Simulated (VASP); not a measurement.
# SrTiO3 (P1) in VASP: single point with PBE

Aim: the single point of SrTiO3 with PBE.

Everything below comes from runs of VASP 6.6.1. Logs are shortened: lines on timing, memory, paths and dates and some standing lists are left out, and cuts for length are marked.

## Step 1: The cell of the first run

The typed cell holds 60 atoms: a = 9.642 Å, b = 9.642 Å, c = 9.642 Å, α = 80.41°, β = 70.53°, γ = 60.00°.

## Step 2: Single point, PBE

The input, INCAR:

```
PREC = Accurate ; ENCUT = 520
EDIFF = 1E-6 ; ISMEAR = 0
SIGMA = 0.02 ; LREAL = Auto
LASPH = True ; NELM = 100
ALGO = Normal ; ISIF = 2
LWAVE = False ; LCHARG = False
GGA = PE ; NBANDS = 276
LUSENCCL = False
```

The input, KPOINTS:

```
Automatic mesh
0
Gamma
  2 2 2
```

The input, POSCAR:

```
SrTiO3
1.0
    3.9364351278      3.9364351278      7.8728702555
   -3.9364351278      7.8728702555      3.9364351278
   -3.9364351278     -3.9364351278      7.8728702555
Sr Ti O
12 12 36
Direct
    0.1595490494      0.6677601442      0.5026255279
    0.2428987457      0.0011003799      0.2528829896
    0.4928690055      0.0011213832      0.5026680822
    0.0762799571      0.3343908489      0.7528668694
    0.3261881509      0.3345138368      0.0026648752
    0.5762371089      0.3344338976      0.2528660338
    0.8261826509      0.3345080777      0.5026506224
    0.4095968822      0.6677483577      0.7529452900
    0.6595400337      0.6678516217      0.0026227189
    0.9095888876      0.6677236648      0.2529752215
    0.7428970380      1.0011447897      0.7528933742
   -0.0071268920      1.0011026204      0.0026745103
    0.4486712203      0.3344075461      0.6284347593
    0.5320348645      0.6676888825      0.3787926894
    0.7820504642      0.6677343062      0.6284721293
    0.3654175256      0.0009890412      0.8787824612
    0.6153801661      0.0010941941      0.1284423582
    0.8654160528      0.0009712922      0.3788021729
    0.1153406324      0.0010610396      0.6284584210
    0.6987179117      0.3343444032      0.8787802849
    0.9486488682      0.3343899885      0.1284339274
    0.1987311282      0.3342917747      0.3787903729
    0.0320316863      0.6676533381      0.8788097807
    0.2820359592      0.6677517746      0.1284447903
    0.4246947276      0.1600284328      0.7342562405
    0.5026182930      0.5103193544      0.5127545901
    0.7579591070      0.4934132996      0.7343285709
    0.3360656545      0.8435837590      0.0126647910
    0.5913836854      0.8266927965      0.2341994227
    0.8360766487      0.8435569603      0.5127000192
    0.0913461405      0.8266865157      0.7341800879
    0.6693599152      0.1769433211      0.0127380185
    0.9246599006      0.1600577991      0.2342418710
    0.1693788403      0.1769118341      0.5127212587
    0.0026301892      0.5103311465      0.0127561447
    0.2580257109      0.4934220210      0.2343305161
    0.5954726447      0.3168955676      0.7512567371
    0.6655188288      0.6861599549      0.4965751298
    0.9287543360      0.6502111427      0.7512689953
    0.4987823298      0.0195665840      0.9965837744
    0.7621563847     -0.0164785242      0.2512285289
   -0.0012252421      0.0195800178      0.4965689609
    0.2621409885     -0.0164811361      0.7512388169
    0.8321840531      0.3528388350     -0.0034424891
    0.0954492836      0.3169414103      0.2512600608
    0.3321691765      0.3528130472      0.4965987393
    0.1654956864      0.6862049578     -0.0034446604
    0.4287705055      0.6502810270      0.2512347889
    0.6688081481      0.1765164468      0.4865280982
    0.7590577837      0.4928210528      0.2604988134
    0.0021576433      0.5098161466      0.4866214472
    0.5924324414      0.8262450698      0.7604741555
    0.8354347988      0.8432414796     -0.0135211648
    0.0924311354      0.8262440936      0.2604646667
    0.3354499507      0.8432214250      0.4864893421
    0.9257430066      0.1594992676      0.7604982493
    0.1688148051      0.1765239685     -0.0134629337
    0.4257486719      0.1595321779      0.2605033086
    0.2590498551      0.4928040658      0.7605176615
    0.5021406864      0.5098071239     -0.0133741310
```

Potentials or basis: VASP PAW PBE potentials, release 64 (Sr_sv, Ti_sv, O).

On the command line:

```sh
$ cat potpaw_PBE.64/Sr_sv/POTCAR potpaw_PBE.64/Ti_sv/POTCAR potpaw_PBE.64/O/POTCAR > POTCAR
$ mpirun -np 1 vasp_std > vasp.out
```

OUTCAR:

```text
PREC = Accurate
   ENCUT = 520
   EDIFF = 1E-6
   ISMEAR = 0
   LREAL = Auto
   LASPH = True
   NELM = 100
   ISIF = 2
   GGA = PE

 ion  position               nearest neighbor table
   1  0.160  0.668  0.503-  31 2.63  46 2.63  54 2.65  30 2.68  51 2.68  39 2.72  48 2.85  55 2.89
                            26 2.90  59 2.92  36 2.94  42 2.94  14 3.39  19 3.40  13 3.40  24 3.40
   2  0.243  0.001  0.253-  28 2.63  45 2.64  55 2.65  42 2.67  54 2.70  33 2.71  29 2.86  58 2.87
                            40 2.91  57 2.92  48 2.93  34 2.95  17 3.39  22 3.40  16 3.40  14 3.40
   3  0.493  0.001  0.503-  25 2.63  38 2.63  58 2.65  34 2.68  55 2.68  43 2.72  41 2.85  49 2.89
                            30 2.90  52 2.92  46 2.94  29 2.94  18 3.39  13 3.40  15 3.40  17 3.40
   4  0.076  0.334  0.753-  34 2.63  39 2.64  57 2.65  44 2.67  56 2.70  27 2.72  25 2.86  59 2.87
                            46 2.91  51 2.92  43 2.93  35 2.95  13 3.39  22 3.40  23 3.40  16 3.40
   5  0.326  0.335  0.003-  36 2.63  40 2.63  59 2.65  35 2.68  57 2.68  45 2.72  37 2.85  60 2.89
                            32 2.90  58 2.92  47 2.94  25 2.94  20 3.39  24 3.40  17 3.40  13 3.40
   6  0.576  0.334  0.253-  32 2.63  48 2.64  49 2.65  46 2.67  58 2.70  36 2.71  33 2.86  50 2.87
                            44 2.91  60 2.92  41 2.93  26 2.95  21 3.39  20 3.40  14 3.40  18 3.40
   7  0.826  0.335  0.503-  27 2.63  42 2.63  50 2.65  26 2.68  49 2.68  37 2.72  45 2.85  51 2.89
                            34 2.90  56 2.92  38 2.94  33 2.94  22 3.39  15 3.40  19 3.40  21 3.40
   8  0.410  0.668  0.753-  26 2.63  43 2.64  60 2.65  47 2.67  59 2.70  31 2.72  27 2.86  52 2.87
                            38 2.91  55 2.92  37 2.93  28 2.95  15 3.39  16 3.40  14 3.40  20 3.40
   9  0.660  0.668  0.003-  29 2.63  44 2.63  52 2.65  28 2.68  60 2.68  48 2.72  39 2.85  53 2.89
[... 65 lines left out ...]
  59  0.259  0.493  0.761-  13 1.90  23 2.05   5 2.65   8 2.70   4 2.87   1 2.92
  60  0.502  0.510  0.987-  20 1.90  24 2.05   8 2.65   9 2.68   5 2.89   6 2.92

  LATTYP: Found a base centered monoclinic cell.
 ALAT       =     9.6422574686
 B/A-ratio  =     1.7320508076
 C/A-ratio  =     1.0000000000
 COS(beta)  =    -0.3333333333

  Lattice vectors:

 A1 = (  -7.8728702556,   3.9364351277,  -3.9364351277)
 A2 = (   3.9364351278,  -7.8728702555,  -3.9364351278)
 A3 = (  -3.9364351278,  -3.9364351278,   7.8728702555)

Analysis of symmetry for initial positions (statically):
=====================================================================
 Subroutine PRICEL returns:
 Original cell was already a primitive cell.

 Routine SETGRP: Setting up the symmetry group for a
 base centered monoclinic supercell.

 Subroutine GETGRP returns: Found  1 space group operations
 (whereof  1 operations were pure point group operations)
 out of a pool of  4 trial point group operations.

The static configuration has the point symmetry C_1 .

Analysis of symmetry for dynamics (positions and initial velocities):
[... 225 lines left out ...]
   ISMEAR =     0;   SIGMA  =   0.02  broadening in eV -4-tet -1-fermi 0-gaus
   EFERMI_NEDOS =   21; number of points for ismear=-14 and -15
   IALGO  =     38    algorithm
   IMIX   =      4    mixing-type and parameters
     AMIX     =   0.40;   BMIX     =  1.00
     AMIX_MAG =   1.60;   BMIX_MAG =  1.00
  volume/ion in A,a.u.               =      12.20        82.33
  Fermi-wavevector in a.u.,A,eV,Ry     =   1.422302  2.687760 27.523799  2.022942
  Thomas-Fermi vector in A             =   2.543020
   LORBIT       =      0    0 simple, 1 ext, 2 COOP (PROOUT), +10 PAW based schemes
   GGA     = PE    functional components
   LHFCALC =     F    Hartree Fock is set to
   AEXX    =    0.0000 exact exchange contribution
   IVDW    =     0    specifies the selected vdW correction
   LEPSILON=     F    determine dielectric tensor
   LRPA    =     F    only Hartree local field effects (RPA)
 non-spin polarized calculation
 Gauss-broadening in eV      SIGMA  =   0.02
  energy-cutoff  :      520.00
  volume of cell :      731.97
 maximum number of plane-waves:     19722
 NGX is ok and might be reduce to    72
   NGX = 35   NGY = 35   NGZ = 35

 number of electron     480.0000001 magnetization

 Free energy of the ion-electron system (eV)
  ---------------------------------------------------
  ext. energy  EPLUGINS =         0.00000000
  ---------------------------------------------------
  free energy    TOTEN  =      -481.37233409 eV

  energy without entropy =     -481.37233409  energy(sigma->0) =     -481.37233409

 E-fermi :   3.9376     XC(G=0): -11.1363

 val. band max:        3.8073610616   @ k =   0.0000   0.0000   0.0000
 cond. band min:       6.0606833749   @ k =   0.0000   0.0000   0.0000
 fundamental gap:      2.2533223132
 Fermi energy:         3.9375954419

 k-point     1 :       0.0000    0.0000    0.0000
  band No.  band energies     occupation
      1     -52.5322      2.00000
      2     -52.5308      2.00000
      3     -52.5305      2.00000
      4     -52.5304      2.00000
      5     -52.5304      2.00000
      6     -52.5302      2.00000
[... 2029 lines left out ...]
    251       7.1416      0.00000
    252       7.1419      0.00000
 [bands above 252 left out]

------------------------ aborting loop because EDIFF is reached ----------------------------------------

  FORCE on cell =-STRESS in cart. coord.  units (eV):
  Direction    XX          YY          ZZ          XY          YZ          ZX
  --------------------------------------------------------------------------------------
  -------------------------------------------------------------------------------------
  Total        7.7790503      7.5550793      7.5397183      0.1791954      0.3291181      0.0406834
  in kB       17.0273326     16.5370891     16.5034659      0.3922354      0.7203969      0.0890506
  external PRESSURE =      16.6892959 kB  Pullay stress =       0.0000000 kB

 VOLUME and BASIS-vectors are now :
 -----------------------------------------------------------------------------
  energy-cutoff  :      520.00
  volume of cell :      731.97
      direct lattice vectors                 reciprocal lattice vectors
     3.936435128  3.936435128  7.872870255     0.105848732  0.021169746  0.063509239
    -3.936435128  7.872870255  3.936435128    -0.084678986  0.084678986  0.000000000
    -3.936435128 -3.936435128  7.872870255    -0.063509239 -0.063509239  0.063509239

 POSITION                                       TOTAL-FORCE (eV/Angst)
 -----------------------------------------------------------------------------------
     -3.97909      3.90669      7.84181         0.006415      0.007284      0.009949
     -0.04363     -0.03064      3.90756         0.006532      0.006475      0.008793
     -0.04299     -0.02974      7.84215         0.006607      0.007053      0.008014
     -3.97965     -0.03072      7.84407         0.004892      0.005423      0.008785
     -0.04326      3.90711      3.90581         0.007300      0.004594      0.006839
     -0.04355      3.90588      7.84390         0.004917      0.005530      0.009593
[... 52 lines left out ...]
     -3.91389      1.90579      9.96681        -0.032448      0.000297      0.002289
     -3.91397      2.10650     13.72769        -0.030661      0.000234     -0.004093
 -----------------------------------------------------------------------------------
    total drift:                               -0.008373      0.071332     -0.002709

  FREE ENERGIE OF THE ION-ELECTRON SYSTEM (eV)
  ---------------------------------------------------
  free  energy   TOTEN  =      -481.3723340910 eV

  energy  without entropy=     -481.3723340910  energy(sigma->0) =     -481.37233409
```

It took 6.1 min on 1 × NVIDIA H100 80GB with 1 thread of AMD EPYC 7R13 (Zen 3), shared host; peak memory 2.3 GiB.

Results:

| Property | Result |
| --- | --- |
| Free energy | -481.3723 eV |
| Pressure | 1.7 GPa |
| Largest force | 0.055 eV/Å |
| Band gap on the k mesh | 2.25 eV |

Forces in eV/Å, atoms in the order of the input:
```
Sr   0.006  0.007  0.010
Sr   0.007  0.006  0.009
Sr   0.007  0.007  0.008
Sr   0.005  0.005  0.009
Sr   0.007  0.005  0.007
Sr   0.005  0.006  0.010
Sr   0.007  0.006  0.007
Sr   0.006  0.006  0.005
Sr   0.007  0.005  0.010
Sr   0.006  0.006  0.005
Sr   0.007  0.005  0.008
Sr   0.006  0.008  0.008
Ti   0.025  0.033  0.026
Ti   0.032  0.036  0.024
Ti   0.023  0.034  0.022
Ti   0.030  0.038  0.024
Ti   0.024  0.030  0.020
Ti   0.029  0.037  0.023
Ti   0.027  0.033  0.025
Ti   0.034  0.032  0.027
Ti   0.025  0.036  0.029
Ti   0.032  0.035  0.026
Ti   0.033  0.036  0.024
Ti   0.023  0.032  0.026
O   -0.004 -0.033  0.006
O    0.003 -0.034 -0.003
O   -0.003 -0.034  0.004
O    0.001 -0.039 -0.002
O   -0.006 -0.036  0.009
O    0.000 -0.034 -0.003
O   -0.004 -0.036  0.009
O    0.002 -0.034 -0.003
O   -0.003 -0.036  0.007
O    0.000 -0.033 -0.003
O    0.002 -0.035 -0.003
O   -0.004 -0.035  0.002
O   -0.002  0.001 -0.037
O   -0.003 -0.009 -0.033
O    0.000  0.001 -0.033
O   -0.002 -0.009 -0.031
O   -0.001  0.001 -0.034
O   -0.002 -0.009 -0.033
O   -0.002  0.001 -0.036
O   -0.003 -0.009 -0.034
O   -0.001  0.000 -0.036
O   -0.002 -0.008 -0.033
O   -0.002 -0.011 -0.033
O    0.000  0.001 -0.034
O   -0.031 -0.002 -0.002
O   -0.032 -0.001  0.002
O   -0.030 -0.002 -0.004
O   -0.029 -0.002  0.000
O   -0.029 -0.002  0.000
O   -0.031 -0.002  0.001
O   -0.030 -0.002  0.000
O   -0.032  0.000  0.002
O   -0.032 -0.002 -0.002
O   -0.032 -0.001  0.002
O   -0.032  0.000  0.002
O   -0.031  0.000 -0.004
```

Stress tensor (GPa, compression positive):
```
1.70 0.04 0.01
0.04 1.65 0.07
0.01 0.07 1.65
```

Levels at points of the mesh, in eV from the valence-band top:
```tsv
k point	band 238	band 239	band 240	band 241	band 242	band 243
(0.00, 0.00, 0.00)	-0.04	-0.02	0.00	2.25	2.27	2.38
(0.50, 0.00, 0.00)	-0.23	-0.17	-0.17	2.60	2.60	2.73
(0.50, 0.50, 0.00)	-0.24	-0.15	-0.15	2.59	2.59	2.74
(0.00, 0.50, 0.00)	-0.18	-0.18	-0.03	2.41	2.60	2.60
(0.00, 0.00, 0.50)	-0.30	-0.18	-0.18	2.57	2.58	2.73
(0.50, 0.00, 0.50)	-0.12	-0.12	-0.02	2.41	2.50	2.50
(0.50, 0.50, 0.50)	-0.11	-0.11	-0.04	2.43	2.50	2.50
(0.00, 0.50, 0.50)	-0.15	-0.14	-0.14	2.60	2.60	2.61
```

A k mesh can miss the band edges.
